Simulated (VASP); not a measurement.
# FeO (Fm-3m) in VASP: single point with PBE

Aim: the single point of FeO with PBE.

Everything below comes from runs of VASP 6.6.1. Logs are shortened: lines on timing, memory, paths and dates and some standing lists are left out, and cuts for length are marked.

## (1) The cell of the first run

Symmetry: Fm-3m, No. 225, cubic system. Conventional cell: a = 4.309 Å, b = 4.309 Å, c = 4.309 Å, α = 90.00°, β = 90.00°, γ = 90.00°. Fe (site symmetry m-3m) has 6 O at 2.15 Å within 2.9 Å. Within 2.9 Å of O (site symmetry m-3m) lie 6 Fe at 2.15 Å.

## (2) Single point, PBE, collinear spin, ferromagnetic start

File INCAR:

```
SYSTEM = FeO
  PREC = Accurate
  ENCUT = 520
  EDIFF = 1E-7
  ISMEAR = 0
  SIGMA = 0.1
  LREAL = .False.
  LASPH = .True.
  NELM = 150
  ALGO = Normal
  ISIF = 2
  LWAVE = .False.
  LCHARG = .True.
  ISPIN = 2
  MAGMOM = 3.8 0.35
  LORBIT = 11
  LMAXMIX = 4
  GGA = PE
  LELF = .True.
  LVHAR = .True.
  NBANDS = 18
```

File KPOINTS:

```
Automatic mesh
0
Gamma
  22 22 22
  0 0 0
```

File POSCAR:

```
FeO
1.0
    0.0000000000      2.1544073747      2.1544073747
    2.1544073747      0.0000000000      2.1544073747
    2.1544073747      2.1544073747      0.0000000000
Fe O
1 1
Direct
    0.0000000000      0.0000000000      0.0000000000
    0.5000000000      0.5000000000      0.5000000000
```

Potentials or basis: VASP PAW PBE potentials, release 64 (Fe, O).

Launch:

```bash
> cat potpaw_PBE.64/Fe/POTCAR potpaw_PBE.64/O/POTCAR > POTCAR
> mpirun -np 1 vasp_std > vasp.out
```

OUTCAR:

```text
SYSTEM = FeO
   PREC = Accurate
   ENCUT = 520
   EDIFF = 1E-7
   ISMEAR = 0
   LREAL = .False.
   LASPH = .True.
   NELM = 150
   ISIF = 2
   ISPIN = 2
   LORBIT = 11
   GGA = PE

 ion  position               nearest neighbor table
   1  0.000  0.000  0.000-   2 2.15   2 2.15   2 2.15   2 2.15   2 2.15   2 2.15
   2  0.500  0.500  0.500-   1 2.15   1 2.15   1 2.15   1 2.15   1 2.15   1 2.15

  LATTYP: Found a face centered cubic cell.
 ALAT       =     4.3088147494

  Lattice vectors:

 A1 = (   0.0000000000,   2.1544073747,   2.1544073747)
 A2 = (   2.1544073747,   0.0000000000,   2.1544073747)
 A3 = (   2.1544073747,   2.1544073747,   0.0000000000)

Analysis of symmetry for initial positions (statically):
=====================================================================
 Subroutine PRICEL returns:
 Original cell was already a primitive cell.

 Routine SETGRP: Setting up the symmetry group for a
 face centered cubic supercell.

 Subroutine GETGRP returns: Found 48 space group operations
 (whereof 48 operations were pure point group operations)
 out of a pool of 48 trial point group operations.

The static configuration has the point symmetry O_h .

Analysis of symmetry for dynamics (positions and initial velocities):
=====================================================================
 Subroutine PRICEL returns:
 Original cell was already a primitive cell.

 Routine SETGRP: Setting up the symmetry group for a
 face centered cubic supercell.

 Subroutine GETGRP returns: Found 48 space group operations
 (whereof 48 operations were pure point group operations)
 out of a pool of 48 trial point group operations.

The dynamic configuration has the point symmetry O_h .

Analysis of structural, dynamic, and magnetic symmetry:
=====================================================================
 Subroutine PRICEL returns:
 Original cell was already a primitive cell.

 Routine SETGRP: Setting up the symmetry group for a
 face centered cubic supercell.

 Subroutine GETGRP returns: Found 48 space group operations
 (whereof 48 operations were pure point group operations)
 out of a pool of 48 trial point group operations.

The overall configuration has the point symmetry O_h .

 Subroutine INISYM returns: Found 48 space group operations
 (whereof 48 operations are pure point group operations),
 and found     1 'primitive' translations

----------------------------------------------------------------------------------------

                                     Primitive cell
[... 113 lines left out ...]
  Fermi-wavevector in a.u.,A,eV,Ry     =   1.453605  2.746915 28.748660  2.112967
  Thomas-Fermi vector in A             =   2.570852
   LORBIT       =     11    0 simple, 1 ext, 2 COOP (PROOUT), +10 PAW based schemes
   GGA     = PE    functional components
   LHFCALC =     F    Hartree Fock is set to
   AEXX    =    0.0000 exact exchange contribution
   IVDW    =     0    specifies the selected vdW correction
   LEPSILON=     F    determine dielectric tensor
   LRPA    =     F    only Hartree local field effects (RPA)
 spin polarized calculation
 Gauss-broadening in eV      SIGMA  =   0.10
  energy-cutoff  :      520.00
  volume of cell :       20.00
 maximum number of plane-waves:       556
   NGX = 11   NGY = 11   NGZ = 11

 number of electron      13.9999998 magnetization       3.9993650

 Free energy of the ion-electron system (eV)
  ---------------------------------------------------
  ext. energy  EPLUGINS =         0.00000000
  ---------------------------------------------------
  free energy    TOTEN  =       -14.93433063 eV

  energy without entropy =      -14.92757876  energy(sigma->0) =      -14.93095470

 E-fermi :   6.2138     XC(G=0): -12.1715

 val. band max:        6.2130107693   @ k =  -0.2727   0.4091   0.1818
 cond. band min:       6.2142652798   @ k =  -0.2727   0.3636   0.1364
 fundamental gap:      0.0012545105
 Fermi energy:         6.2137661572

 spin component 1

 k-point     1 :       0.0000    0.0000    0.0000
  band No.  band energies     occupation
      1     -14.5163      1.00000
      2       2.3420      1.00000
      3       2.3420      1.00000
      4       2.3420      1.00000
      5       2.4154      1.00000
      6       2.4154      1.00000
[... 493 lines left out ...]
     17      30.7570      0.00000
     18      32.5475      0.00000

 [... further k-points ...]

 spin component 2

 k-point     1 :       0.0000    0.0000    0.0000
  band No.  band energies     occupation
      1     -13.9836      1.00000
      2       2.9738      1.00000
      3       2.9738      1.00000
      4       2.9738      1.00000
      5       5.4798      1.00000
      6       5.4801      1.00000
[... 493 lines left out ...]
     17      31.3259      0.00000
     18      33.1315      0.00000

 [... further k-points ...]

------------------------ aborting loop because EDIFF is reached ----------------------------------------

  FORCE on cell =-STRESS in cart. coord.  units (eV):
  Direction    XX          YY          ZZ          XY          YZ          ZX
  --------------------------------------------------------------------------------------
  -------------------------------------------------------------------------------------
  Total        0.0074203      0.0074203      0.0074203      0.0000000      0.0000000      0.0000000
  in kB        0.5944521      0.5944521      0.5944521      0.0000000      0.0000000      0.0000000
  external PRESSURE =       0.5944521 kB  Pullay stress =       0.0000000 kB

 VOLUME and BASIS-vectors are now :
 -----------------------------------------------------------------------------
  energy-cutoff  :      520.00
  volume of cell :       20.00
      direct lattice vectors                 reciprocal lattice vectors
     0.000000000  2.154407375  2.154407375    -0.232082384  0.232082384  0.232082384
     2.154407375  0.000000000  2.154407375     0.232082384 -0.232082384  0.232082384
     2.154407375  2.154407375  0.000000000     0.232082384  0.232082384 -0.232082384

 POSITION                                       TOTAL-FORCE (eV/Angst)
 -----------------------------------------------------------------------------------
      0.00000      0.00000      0.00000        -0.000000     -0.000000     -0.000000
      2.15441      2.15441      2.15441         0.000000      0.000000      0.000000
 -----------------------------------------------------------------------------------
    total drift:                                0.000000     -0.000000      0.000000

  FREE ENERGIE OF THE ION-ELECTRON SYSTEM (eV)
  ---------------------------------------------------
  free  energy   TOTEN  =       -14.9343306341 eV

  energy  without entropy=      -14.9275787582  energy(sigma->0) =      -14.93095470

 total charge

# of ion       s       p       d       tot
------------------------------------------
    1        0.288   0.359   6.087   6.734
    2        1.556   3.438   0.000   4.995
--------------------------------------------------
tot          1.844   3.797   6.087  11.728

 magnetization (x)

# of ion       s       p       d       tot
------------------------------------------
    1        0.027   0.021   3.570   3.618
    2        0.030   0.272   0.000   0.302
--------------------------------------------------
tot          0.057   0.293   3.570   3.920
```

Wall time 4.1 min (1 thread of Oxide Virtual Turin-like, shared host); peak memory 0.26 GiB.

What came out:

| Quantity | Value |
| --- | --- |
| Free energy | -14.9343 eV |
| Pressure | 0.1 GPa |
| Band gap on the k mesh | zero (filled and empty bands overlap) |
| Net moment | 4.00 μB per cell |
| Site moments | Fe +3.62; O +0.30 μB |
| Valence electrons inside the program's atomic spheres | Fe 6.73; O 5.00 |

Caveat: a cell with one magnetic atom can't hold antiferromagnetic order, which such compounds often take; semilocal functionals often make such compounds metallic where correlation or magnetic order opens a gap, which also shifts bond lengths. With open d or f shells a metallic result of PBE can be an artefact of self-interaction; +U or a hybrid may open a gap.
